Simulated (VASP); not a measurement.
Crystal: HfBiO.

```xyz
3
Lattice="4.8182 0.0000 0.0000 -2.4091 4.1727 0.0000 0.0000 0.0000 3.2168" Properties=species:S:1:pos:R:3 pbc="T T T"
Hf    2.4091    1.3909    1.6084
Bi    0.0000    2.7818    1.6084
O     0.0000    0.0000    0.0000
```

| Quantity | Value |
| --- | --- |
| Program | VASP 6.6.1 |
| Task | relaxation of cell and atoms |
| Functional | PBE |
| Potentials or basis | VASP PAW PBE potentials, release 64 (Hf_pv, Bi_d, O) |
| Cutoff | 600 eV |
| k mesh | 6 × 6 × 6 |
| Occupations | gaussian, width 0.1 eV |
| Spin | no spin polarisation |

At the start: pressure -0.5 GPa; volume 21.56 Å³/atom.

Question: How do energy, volume and symmetry change on relaxing?

Answer: Over 5 steps the energy falls by 3.8 meV/atom and the volume is 21.22 Å³/atom (-1.6 %); space group P-6m2 (No. 187, to 0.05 Å).

Step by step:
```
step  energy change (eV)  largest force (eV/Å)  pressure (GPa)  volume (Å³)
   1              0.0000                0.0000           -0.45        64.67
   2             -0.0112                0.0000           -0.29        64.09
   3             -0.0114                0.0000           -0.28        64.02
   4             -0.0114                0.0000           -0.27        64.01
   5             -0.0114                0.0000            0.21        63.65
```

Final structure:
```cif
data_structure
_symmetry_space_group_name_H-M 'P 1'
_symmetry_Int_Tables_number 1
_cell_length_a 4.8304
_cell_length_b 4.8304
_cell_length_c 3.1498
_cell_angle_alpha 90.000
_cell_angle_beta 90.000
_cell_angle_gamma 120.000
_cell_volume 63.65
loop_
_atom_site_label
_atom_site_type_symbol
_atom_site_fract_x
_atom_site_fract_y
_atom_site_fract_z
_atom_site_occupancy
Hf1 Hf 0.66667 0.33333 0.50000 1
Bi1 Bi 0.33333 0.66667 0.50000 1
O1 O 0.00000 0.00000 0.00000 1
```

Caveat: an odd number of electrons without spin polarisation forces a metal; a magnetic or distorted state may lie lower.
